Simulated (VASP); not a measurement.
A run of VASP 6.6.1 is set up as follows.

INCAR

```
SYSTEM = Sr2AlO
ALGO = Normal
EDIFF = 1E-6
ENCUT = 600
GGA = PE
GGA_COMPAT = .False.
ISIF = 2
ISMEAR = 0
LASPH = .True.
LCHARG = .False.
LREAL = .False.
LWAVE = .False.
NBANDS = 39
NELM = 120
PREC = Accurate
SIGMA = 0.1
```

KPOINTS

```
k-points
0
Gamma
  6 6 2
  0 0 0
```

The input POSCAR:

```
Sr2AlO
1.0
    3.9246272911      0.0000000000      0.0000000000
   -1.9623136455      3.3988269345      0.0000000000
    0.0000000000      0.0000000000     14.8881297282
Sr Al O
4 2 2
Direct
    0.6666666667      0.3333333333      0.8821593272
    0.3333333333      0.6666666667      0.1178406728
    0.6666666667      0.3333333333      0.3006388059
    0.3333333333      0.6666666667      0.6993611941
    0.3333333333      0.6666666667      0.4540473995
    0.6666666667      0.3333333333      0.5459526005
    0.0000000000      0.0000000000      0.8048623368
    0.0000000000      0.0000000000      0.1951376632
```

Potentials or basis: VASP PAW PBE potentials, release 64 (Sr_sv, Al, O).

The run is started by

```sh
$ cat potpaw_PBE.64/Sr_sv/POTCAR potpaw_PBE.64/Al/POTCAR potpaw_PBE.64/O/POTCAR > POTCAR
$ mpirun -np 1 vasp_std > vasp.out
```

Predict the largest force.

0.136 eV/Å.

Estimate the pressure.

2.3 GPa.

Stress tensor (GPa, compression positive):
```
0.57 0.00 0.00
0.00 0.57 0.00
0.00 0.00 5.69
```
